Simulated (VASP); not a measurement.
# Al2O3 (R-3c) in VASP: a series of runs

Al2O3 is run at these levels: PBE; tasks: single point.

All numbers are computed with VASP 6.6.1; they aren't measurements. Logs are shortened: lines on timing, memory, paths and dates and some standing lists are left out, and cuts for length are marked.

## (1) The cell of the first run

It takes space group R-3c (No. 167, trigonal). The conventional cell has a = 4.920 Å, b = 4.920 Å, c = 12.531 Å, α = 90.00°, β = 90.00°, γ = 120.00°. Within 2.6 Å of Al (site symmetry 3) lie 6 O at 1.89 to 1.98 Å and 1 Al at 2.56 Å. O (site symmetry 2) has 4 Al at 1.89 to 1.98 Å and 8 O at 2.59 to 2.70 Å within 2.7 Å.

## (2) Single point, PBE (8.76 Å³/atom, c/a of the conventional cell at fixed volume 2.5470)

File INCAR:

```
SYSTEM = Al2O3
ALGO = Normal
EDIFF = 1E-6
ENCUT = 520
GGA = PE
ISIF = 2
ISMEAR = 0
LASPH = .TRUE.
LCHARG = .FALSE.
LREAL = .FALSE.
LWAVE = .FALSE.
NBANDS = 35
NELM = 60
PREC = Accurate
SIGMA = 0.05
```

File KPOINTS:

```
k-points
0
G
  6 6 6
  0 0 0
```

File POSCAR:

```
Al2O3
1.0
    2.4600251504      1.4202961828      4.1771227054
   -2.4600251504      1.4202961828      4.1771227054
    0.0000000000     -2.8405923656      4.1771227054
Al O
4 6
Direct
    0.8521293568      0.8521293568      0.8521293568
    0.6478706432      0.6478706432      0.6478706432
    0.1478706432      0.1478706432      0.1478706432
    0.3521293568      0.3521293568      0.3521293568
    0.0561574040      0.4438425960      0.7500000000
    0.7500000000      0.0561574040      0.4438425960
    0.4438425960      0.7500000000      0.0561574040
    0.9438425960      0.5561574040      0.2500000000
    0.2500000000      0.9438425960      0.5561574040
    0.5561574040      0.2500000000      0.9438425960
```

Potentials or basis: VASP PAW PBE potentials, release 64 (Al, O).

Launch:

```
> cat potpaw_PBE.64/Al/POTCAR potpaw_PBE.64/O/POTCAR > POTCAR
> mpirun -np 1 vasp_std > vasp.out
```

OUTCAR:

```text
SYSTEM = Al2O3
   EDIFF = 1E-6
   ENCUT = 520
   GGA = PE
   ISIF = 2
   ISMEAR = 0
   LASPH = .TRUE.
   LREAL = .FALSE.
   NELM = 60
   PREC = Accurate

 ion  position               nearest neighbor table
   1  0.852  0.852  0.852-  10 1.89   8 1.89   9 1.89   5 1.98   7 1.98   6 1.98   2 2.56   3 2.88
                             3 2.88   3 2.88   2 3.27   2 3.27   2 3.27
   2  0.648  0.648  0.648-   9 1.89   8 1.89  10 1.89   5 1.98   7 1.98   6 1.98   1 2.56   4 2.88
                             4 2.88   4 2.88   1 3.27   1 3.27   1 3.27
   3  0.148  0.148  0.148-   7 1.89   5 1.89   6 1.89   8 1.98   9 1.98  10 1.98   4 2.56   1 2.88
                             1 2.88   1 2.88   4 3.27   4 3.27   4 3.27
   4  0.352  0.352  0.352-   6 1.89   5 1.89   7 1.89   8 1.98   9 1.98  10 1.98   3 2.56   2 2.88
                             2 2.88   2 2.88   3 3.27   3 3.27   3 3.27
   5  0.056  0.444  0.750-   3 1.89   4 1.89   1 1.98   2 1.98
   6  0.750  0.056  0.444-   4 1.89   3 1.89   1 1.98   2 1.98
   7  0.444  0.750  0.056-   3 1.89   4 1.89   1 1.98   2 1.98
   8  0.944  0.556  0.250-   1 1.89   2 1.89   3 1.98   4 1.98
   9  0.250  0.944  0.556-   2 1.89   1 1.89   3 1.98   4 1.98
  10  0.556  0.250  0.944-   1 1.89   2 1.89   3 1.98   4 1.98

  LATTYP: Found a trigonal (rhomboedric) cell.
 ALAT       =     5.0514670229
 COS(alpha) =     0.5256771512

  Lattice vectors:

 A1 = (   2.4600251504,   1.4202961828,   4.1771227054)
 A2 = (  -2.4600251504,   1.4202961828,   4.1771227054)
 A3 = (   0.0000000000,  -2.8405923656,   4.1771227054)

Analysis of symmetry for initial positions (statically):
=====================================================================
 Subroutine PRICEL returns:
 Original cell was already a primitive cell.

 Routine SETGRP: Setting up the symmetry group for a
 trigonal (rhombohedral) supercell.

 Subroutine GETGRP returns: Found 12 space group operations
 (whereof  6 operations were pure point group operations)
 out of a pool of 12 trial point group operations.

The static configuration has the point symmetry S_6 .
 The point group associated with its full space group is D_3d.

Analysis of symmetry for dynamics (positions and initial velocities):
=====================================================================
 Subroutine PRICEL returns:
 Original cell was already a primitive cell.

 Routine SETGRP: Setting up the symmetry group for a
 trigonal (rhombohedral) supercell.

 Subroutine GETGRP returns: Found 12 space group operations
 (whereof  6 operations were pure point group operations)
 out of a pool of 12 trial point group operations.

The dynamic configuration has the point symmetry S_6 .
 The point group associated with its full space group is D_3d.

 Subroutine INISYM returns: Found 12 space group operations
 (whereof  6 operations are pure point group operations),
 and found     1 'primitive' translations

----------------------------------------------------------------------------------------

                                     Primitive cell

  volume of cell :      87.5683

  direct lattice vectors                    reciprocal lattice vectors
     2.460025150  1.420296183  4.177122705     0.203249955  0.117346416  0.079799747
    -2.460025150  1.420296183  4.177122705    -0.203249955  0.117346416  0.079799747
     0.000000000 -2.840592366  4.177122705     0.000000000 -0.234692832  0.079799747

  length of vectors
     5.051467023  5.051467023  5.051467023     0.247888533  0.247888533  0.247888533

  position of ions in fractional coordinates (direct lattice)
     0.852129357  0.852129357  0.852129357
     0.647870643  0.647870643  0.647870643
     0.147870643  0.147870643  0.147870643
     0.352129357  0.352129357  0.352129357
     0.056157404  0.443842596  0.750000000
     0.750000000  0.056157404  0.443842596
     0.443842596  0.750000000  0.056157404
     0.943842596  0.556157404  0.250000000
     0.250000000  0.943842596  0.556157404
     0.556157404  0.250000000  0.943842596

  ion indices of the primitive-cell ions
   primitive index   ion index
                 1           1
                 2           2
                 3           3
                 4           4
                 5           5
                 6           6
                 7           7
                 8           8
                 9           9
                10          10

----------------------------------------------------------------------------------------

 KPOINTS: k-points

Automatic generation of k-mesh.
 Grid dimensions read from file:
 generate k-points for:    6    6    6

 Generating k-lattice:

  Cartesian coordinates                     Fractional coordinates (reciprocal lattice)
     0.033874992  0.019557736  0.013299958     0.166666667  0.000000000  0.000000000
    -0.033874992  0.019557736  0.013299958     0.000000000  0.166666667  0.000000000
     0.000000000 -0.039115472  0.013299958     0.000000000  0.000000000  0.166666667

  Length of vectors
     0.041314756  0.041314756  0.041314756

  Shift w.r.t. Gamma in fractional coordinates (k-lattice)
     0.000000000  0.000000000  0.000000000

 Subroutine IBZKPT returns following result:
 ===========================================

 Found     32 irreducible k-points:

 Following reciprocal coordinates:
            Coordinates               Weight
  0.000000  0.000000  0.000000      1.000000
  0.166667  0.000000  0.000000      6.000000
  0.333333  0.000000  0.000000      6.000000
  0.500000  0.000000  0.000000      3.000000
  0.166667  0.166667  0.000000      6.000000
  0.333333  0.166667  0.000000     12.000000
[... 16 lines left out ...]
  0.500000  0.500000  0.166667      6.000000
 -0.333333  0.500000  0.166667     12.000000
 [... further k-points ...]
   k-points           NKPTS =     32   k-points in BZ     NKDIM =     32   number of bands    NBANDS=     35
   number of dos      NEDOS =    301   number of ions     NIONS =     10
   total plane-waves  NPLWV =  64000
   dimension x,y,z NGX =    40 NGY =   40 NGZ =   40
   dimension x,y,z NGXF=    80 NGYF=   80 NGZF=   80
   ions per type =               4   6
   NGX,Y,Z   is equivalent  to a cutoff of  13.16, 13.16, 13.16 a.u.
   NGXF,Y,Z  is equivalent  to a cutoff of  26.33, 26.33, 26.33 a.u.
 SYSTEM =  Al2O3
   PREC   = accura    normal or accurate (medium, high low for compatibility)
   ISTART =      0    job   : 0-new  1-cont  2-samecut
   ICHARG =      2    charge: 1-file 2-atom 10-const
   ISPIN  =      1    spin polarized calculation?
   LNONCOLLINEAR =      F non collinear calculations
   LSORBIT =      F    spin-orbit coupling
   LASPH  =      T    aspherical Exc in radial PAW
   ENCUT  =  520.0 eV  38.22 Ry    6.18 a.u.   9.39  9.39  9.39*2*pi/ulx,y,z
   NELM   =     60;   NELMIN=  2; NELMDL= -5     # of ELM steps
   EDIFF  = 0.1E-05   stopping-criterion for ELM
   LREAL  =      F    real-space projection
   EDIFFG = 0.1E-04   stopping-criterion for IOM
   NSW    =      0    number of steps for IOM
   IBRION =     -1    ionic relax: 0-MD 1-quasi-New 2-CG
   NFREE  =      0    steps in history (QN), initial steepest desc. (CG)
   ISIF   =      2    stress and relaxation
   ISYM   =      2    0-nonsym 1-usesym 2-fastsym
   POTIM  = 0.5000    time-step for ionic-motion
   TEBEG  =    0.0;   TEEND  =   0.0 temperature during run
   PSTRESS=    0.0 pullay stress
   NELECT =      48.0000    total number of electrons
   NUPDOWN=      -1.0000    fix difference up-down
   EMIN   =  10.00;   EMAX   =-10.00  energy-range for DOS
   EFERMI =   0.00;   METHOD = LEGACY
   ISMEAR =     0;   SIGMA  =   0.05  broadening in eV -4-tet -1-fermi 0-gaus
   EFERMI_NEDOS =   21; number of points for ismear=-14 and -15
   IALGO  =     38    algorithm
   IMIX   =      4    mixing-type and parameters
     AMIX     =   0.40;   BMIX     =  1.00
     AMIX_MAG =   1.60;   BMIX_MAG =  1.00
  volume/ion in A,a.u.               =       8.76        59.09
  Fermi-wavevector in a.u.,A,eV,Ry     =   1.339799  2.531853 24.423286  1.795061
  Thomas-Fermi vector in A             =   2.468162
   LORBIT       =      0    0 simple, 1 ext, 2 COOP (PROOUT), +10 PAW based schemes
   GGA     = PE    functional components
   LHFCALC =     F    Hartree Fock is set to
   AEXX    =    0.0000 exact exchange contribution
   IVDW    =     0    specifies the selected vdW correction
   LEPSILON=     F    determine dielectric tensor
   LRPA    =     F    only Hartree local field effects (RPA)
 non-spin polarized calculation
 Gauss-broadening in eV      SIGMA  =   0.05
  energy-cutoff  :      520.00
  volume of cell :       87.57
 maximum number of plane-waves:      2379
 NGX is ok and might be reduce to    40
   NGX = 19   NGY = 19   NGZ = 19

 number of electron      47.9999987 magnetization

 Free energy of the ion-electron system (eV)
  ---------------------------------------------------
  ext. energy  EPLUGINS =         0.00000000
  ---------------------------------------------------
  free energy    TOTEN  =       -74.47801590 eV

  energy without entropy =      -74.47801590  energy(sigma->0) =      -74.47801590

 E-fermi :   6.4828     XC(G=0): -11.5486

 val. band max:        6.2177570645   @ k =   0.0000   0.0000   0.0000
 cond. band min:      11.4836697644   @ k =   0.0000   0.0000   0.0000
 fundamental gap:      5.2659126999
 Fermi energy:         6.4827736790

 k-point     1 :       0.0000    0.0000    0.0000
  band No.  band energies     occupation
      1     -13.1797      2.00000
      2     -10.7643      2.00000
      3     -10.7643      2.00000
      4     -10.6759      2.00000
      5     -10.4069      2.00000
      6     -10.4069      2.00000
[... 27 lines left out ...]
     34      18.3876      0.00000
     35      20.2669      0.00000
[... 843 lines left out ...]
      5     -10.5054      2.00000
      6     -10.3247      2.00000
[... 27 lines left out ...]
     34      18.9739      0.00000
     35      19.0646      0.00000

 [... further k-points ...]

------------------------ aborting loop because EDIFF is reached ----------------------------------------

  FORCE on cell =-STRESS in cart. coord.  units (eV):
  Direction    XX          YY          ZZ          XY          YZ          ZX
  --------------------------------------------------------------------------------------
  -------------------------------------------------------------------------------------
  Total       -5.0796141     -5.0796141      9.3036807      0.0000000      0.0000000      0.0000000
  in kB      -92.9382211    -92.9382211    170.2230737      0.0000000      0.0000000      0.0000000
  external PRESSURE =      -5.2177895 kB  Pullay stress =       0.0000000 kB

 VOLUME and BASIS-vectors are now :
 -----------------------------------------------------------------------------
  energy-cutoff  :      520.00
  volume of cell :       87.57
      direct lattice vectors                 reciprocal lattice vectors
     2.460025150  1.420296183  4.177122705     0.203249955  0.117346416  0.079799747
    -2.460025150  1.420296183  4.177122705    -0.203249955  0.117346416  0.079799747
     0.000000000 -2.840592366  4.177122705     0.000000000 -0.234692832  0.079799747

 POSITION                                       TOTAL-FORCE (eV/Angst)
 -----------------------------------------------------------------------------------
      0.00000      0.00000     10.67835         0.000000     -0.000000      0.544475
      0.00000      0.00000      8.11871         0.000000     -0.000000     -0.544475
      0.00000      0.00000      1.85302         0.000000     -0.000000     -0.544475
      0.00000      0.00000      4.41266         0.000000     -0.000000      0.544475
     -0.95372     -1.42030      5.22140        -0.133467     -0.000000     -0.000000
      1.70687     -0.11579      5.22140         0.066733     -0.115585     -0.000000
     -0.75315      1.53609      5.22140         0.066733      0.115585     -0.000000
      0.95372      1.42030      7.30996         0.133467     -0.000000      0.000000
     -1.70687      0.11579      7.30996        -0.066733      0.115585     -0.000000
      0.75315     -1.53609      7.30996        -0.066733     -0.115585     -0.000000
 -----------------------------------------------------------------------------------
    total drift:                               -0.000000      0.000000      0.000000

  FREE ENERGIE OF THE ION-ELECTRON SYSTEM (eV)
  ---------------------------------------------------
  free  energy   TOTEN  =       -74.4780158960 eV

  energy  without entropy=      -74.4780158960  energy(sigma->0) =      -74.47801590
```

Run time: 2.9 min. Hardware: 1 thread of Intel Xeon 8259CL, shared host; peak memory 0.26 GiB.

What came out:

| Quantity | Value |
| --- | --- |
| Free energy | -74.4780 eV |
| Pressure | -0.5 GPa |
| Largest force | 0.544 eV/Å |
| Band gap on the k mesh | 5.27 eV |

Forces in eV/Å, atoms in the order of the input:
```
Al   0.000  0.000  0.544
Al   0.000  0.000 -0.544
Al   0.000  0.000 -0.544
Al   0.000  0.000  0.544
O   -0.133  0.000  0.000
O    0.067 -0.116  0.000
O    0.067  0.116  0.000
O    0.133  0.000  0.000
O   -0.067  0.116  0.000
O   -0.067 -0.116  0.000
```

Stress tensor (GPa, compression positive):
```
-9.29  0.00  0.00
 0.00 -9.29  0.00
 0.00  0.00 17.02
```

Caveat: the cell differs from its parent crystal (c/a of the conventional cell at fixed volume 2.5470); the stress differs along the axes, from -9 to 17 GPa.

## (3) Single point, PBE (8.76 Å³/atom, c/a of the conventional cell at fixed volume 3.2747)

File INCAR:

```
PREC     = Accurate       # precision mode
ENCUT    = 520            # plane-wave cutoff, eV
EDIFF    = 1E-6           # SCF threshold, eV
ISMEAR   = 0              # smearing method
SIGMA    = 0.05           # smearing width, eV
LREAL    = False          # projectors in reciprocal space
LASPH    = True           # aspherical terms in the spheres
NELM     = 60             # most SCF steps
ALGO     = Normal         # electronic algorithm
ISIF     = 2              # what is computed and relaxed
LWAVE    = False          # write WAVECAR
LCHARG   = True           # write CHGCAR
GGA      = PE             # functional
LELF     = True           # ELF
LVHAR    = True         
NBANDS   = 35             # bands
```

File KPOINTS:

```
regular mesh
0
Gamma
  6 6 6
```

POSCAR: that of step 2 with these lines changed.

```diff
@@ -2,5 +2,5 @@
 1.0
-    2.4600251504      1.4202961828      4.1771227054
-   -2.4600251504      1.4202961828      4.1771227054
-    0.0000000000     -2.8405923656      4.1771227054
+    2.2623442438      1.3061650581      4.9389991301
+   -2.2623442438      1.3061650581      4.9389991301
+    0.0000000000     -2.6123301163      4.9389991301
 Al O
```

Potentials or basis: VASP PAW PBE potentials, release 64 (Al, O).

Launch:

```
> cat potpaw_PBE.64/Al/POTCAR potpaw_PBE.64/O/POTCAR > POTCAR
> mpirun -np 1 vasp_std > vasp.out
```

OUTCAR:

```text
PREC = Accurate
   ENCUT = 520
   EDIFF = 1E-6
   ISMEAR = 0
   LREAL = False
   LASPH = True
   NELM = 60
   ISIF = 2
   GGA = PE

 ion  position               nearest neighbor table
   1  0.852  0.852  0.852-   9 1.84   8 1.84  10 1.84   7 2.05   6 2.05   5 2.05   3 2.67   3 2.67
                             3 2.67   2 3.03   2 3.24   2 3.24   2 3.24
   2  0.648  0.648  0.648-  10 1.84   8 1.84   9 1.84   6 2.05   7 2.05   5 2.05   4 2.67   4 2.67
                             4 2.67   1 3.03   1 3.24   1 3.24   1 3.24
   3  0.148  0.148  0.148-   6 1.84   5 1.84   7 1.84  10 2.05   9 2.05   8 2.05   1 2.67   1 2.67
[... 1142 lines left out ...]
  external PRESSURE =      43.2008985 kB  Pullay stress =       0.0000000 kB

 VOLUME and BASIS-vectors are now :
 -----------------------------------------------------------------------------
  energy-cutoff  :      520.00
  volume of cell :       87.57
      direct lattice vectors                 reciprocal lattice vectors
     2.262344244  1.306165058  4.938999130     0.221009690  0.127600004  0.067490057
    -2.262344244  1.306165058  4.938999130    -0.221009690  0.127600004  0.067490057
     0.000000000 -2.612330116  4.938999130     0.000000000 -0.255200008  0.067490057

 POSITION                                       TOTAL-FORCE (eV/Angst)
 -----------------------------------------------------------------------------------
      0.00000     -0.00000     12.62600         0.000000      0.000000     -0.458727
      0.00000     -0.00000      9.59950         0.000000     -0.000000      0.458727
      0.00000     -0.00000      2.19100         0.000000     -0.000000      0.458727
      0.00000     -0.00000      5.21750         0.000000      0.000000     -0.458727
     -0.87708     -1.30617      6.17375         0.522497      0.000000      0.000000
      1.56971     -0.10649      6.17375        -0.261248      0.452496      0.000000
     -0.69263      1.41265      6.17375        -0.261248     -0.452496      0.000000
      0.87708      1.30617      8.64325        -0.522497      0.000000     -0.000000
     -1.56971      0.10649      8.64325         0.261248     -0.452496      0.000000
      0.69263     -1.41265      8.64325         0.261248      0.452496      0.000000
 -----------------------------------------------------------------------------------
    total drift:                                0.000000     -0.000000      0.000000

  FREE ENERGIE OF THE ION-ELECTRON SYSTEM (eV)
  ---------------------------------------------------
  free  energy   TOTEN  =       -72.3006494078 eV

  energy  without entropy=      -72.3006494078  energy(sigma->0) =      -72.30064941
```

OSZICAR:

```text
N       E                     dE             d eps       ncg     rms          rms(c)
DAV:   1     0.225956142896E+03    0.22596E+03   -0.25141E+04  2240   0.130E+03
DAV:   2    -0.674704794918E+02   -0.29343E+03   -0.28021E+03  2898   0.282E+02
DAV:   3    -0.806198257561E+02   -0.13149E+02   -0.13093E+02  2875   0.610E+01
DAV:   4    -0.807235122141E+02   -0.10369E+00   -0.10361E+00  2768   0.625E+00
DAV:   5    -0.807248697265E+02   -0.13575E-02   -0.13572E-02  2840   0.705E-01    0.177E+01
DAV:   6    -0.722701326887E+02    0.84547E+01   -0.29296E+01  2714   0.289E+01    0.601E+00
DAV:   7    -0.722952125401E+02   -0.25080E-01   -0.89255E-01  2720   0.462E+00    0.333E+00
DAV:   8    -0.722965667953E+02   -0.13543E-02   -0.91265E-02  2776   0.227E+00    0.726E-01
DAV:   9    -0.722999771458E+02   -0.34104E-02   -0.20027E-02  2928   0.780E-01    0.310E-01
DAV:  10    -0.723007187116E+02   -0.74157E-03   -0.12449E-03  2496   0.202E-01    0.746E-02
DAV:  11    -0.723006456864E+02    0.73025E-04   -0.40549E-04  2880   0.113E-01    0.213E-02
DAV:  12    -0.723006495590E+02   -0.38725E-05   -0.15071E-05  2616   0.229E-02    0.428E-03
DAV:  13    -0.723006494078E+02    0.15112E-06   -0.19064E-06  2264   0.774E-03
   1 F= -.72300649E+02 E0= -.72300649E+02  d E =-.953413E-11
```

Run time: 3.8 min. Hardware: 1 thread of Intel Xeon 8259CL, shared host; peak memory 0.28 GiB.

What came out:

```
Free energy            : -72.3006 eV
Pressure               : 4.3 GPa
Largest force          : 0.522 eV/Å
Band gap on the k mesh : 4.32 eV
```

Forces on the atoms (eV/Å):
```
Al   0.000  0.000 -0.459
Al   0.000  0.000  0.459
Al   0.000  0.000  0.459
Al   0.000  0.000 -0.459
O    0.522  0.000  0.000
O   -0.261  0.452  0.000
O   -0.261 -0.452  0.000
O   -0.522  0.000  0.000
O    0.261 -0.452  0.000
O    0.261  0.452  0.000
```

Levels at points of the mesh, in eV from the valence-band top:
```csv
k point,band 20,band 21,band 22,band 23,band 24,band 25,band 26,band 27,band 28,band 29
"(0.00, 0.00, 0.00)",-1.84,-0.41,-0.41,0.00,0.00,4.32,8.41,8.41,9.02,9.83
"(0.50, 0.00, 0.00)",-1.66,-1.24,-1.24,-0.87,-0.87,6.92,6.92,8.05,8.05,10.38
"(0.50, 0.50, 0.00)",-1.72,-1.31,-1.27,-1.02,-0.84,7.22,7.96,8.82,9.14,9.25
"(0.50, 0.50, 0.50)",-2.85,-0.22,-0.22,-0.22,-0.22,7.71,7.71,9.64,9.64,10.18
```

Caveat: the cell differs from its parent crystal (c/a of the conventional cell at fixed volume 3.2747); the stress differs along the axes, from -47 to 30 GPa.
